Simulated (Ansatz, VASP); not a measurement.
**One calculation of Ir, two programs**

Contents of INCAR:

```
SYSTEM = Ir
PREC = Accurate
ENCUT = 520
EDIFF = 1E-6
ISMEAR = 0
SIGMA = 0.15
LREAL = .FALSE.
LASPH = .TRUE.
NELM = 100
ALGO = Fast
ISIF = 2
LWAVE = .FALSE.
LCHARG = .FALSE.
GGA = PE
NBANDS = 10
```

File KPOINTS:

```
Automatic mesh
0
G
  20 20 20
  0 0 0
```

File POSCAR:

```
Ir
1.0
    0.0000000000      1.9351816027      2.0077509128
    1.9351816027      0.0000000000      2.0077509128
    1.9351816027      1.9351816027      0.0000000000
Ir
1
Direct
    0.0000000000      0.0000000000      0.0000000000
```

Input for Ansatz:

```yaml
crystal:
  lattice:
    - [0.0, 1.9351816027, 2.0077509128]
    - [1.9351816027, 0.0, 2.0077509128]
    - [1.9351816027, 1.9351816027, 0.0]
  atoms:
    - { symbol: Ir, position: [0.0, 0.0, 0.0] }
basis:
  ecutwfc: 420
kpoints:
  mp_grid: { grid: [20, 20, 20] }
hamiltonian:
  xc: pbe
  pseudopotentials: { kind: paw, azcp: { folder: soft_1 } }
scf:
  occupations: { method: gaussian, width: 0.15 }
output:
  forces: true
  stress: true
  eigenvalues: true
```

Change from the starting cell: engineering shear strain xy +0.0000, normal strain along z +0.0375.

Alike in both runs: task single point; functional PBE; k mesh 20 × 20 × 20; occupations gaussian, width 0.15 eV; no spin polarisation.

|  | VASP | Ansatz |
| --- | --- | --- |
| version | VASP 6.6.1 | Ansatz 0.2.0 |
| potentials or method | VASP PAW PBE potentials, release 64 (Ir), cutoff 520 eV | scalar-relativistic, plane waves, PAW |
| valence electrons in the cell | 9 | 17 |

Ansatz gave:

```
gap on the k mesh at the Fermi level (eV)                     : none
pressure (GPa)                                                : -11.4
traceless stress, the component that is largest in VASP (GPa) : -8.08
```

What did VASP give for the same quantities?

gap on the k mesh at the Fermi level (eV): none; pressure (GPa): -11.0; traceless stress, the component that is largest in VASP (GPa): -8.01.

A gap of «none» marks a metal or a gap that the smearing closes. VASP's potentials hold 9 valence electrons a cell and Ansatz's 17, so a difference there can come from the potentials and not from the codes.

Spin-orbit coupling is off throughout.
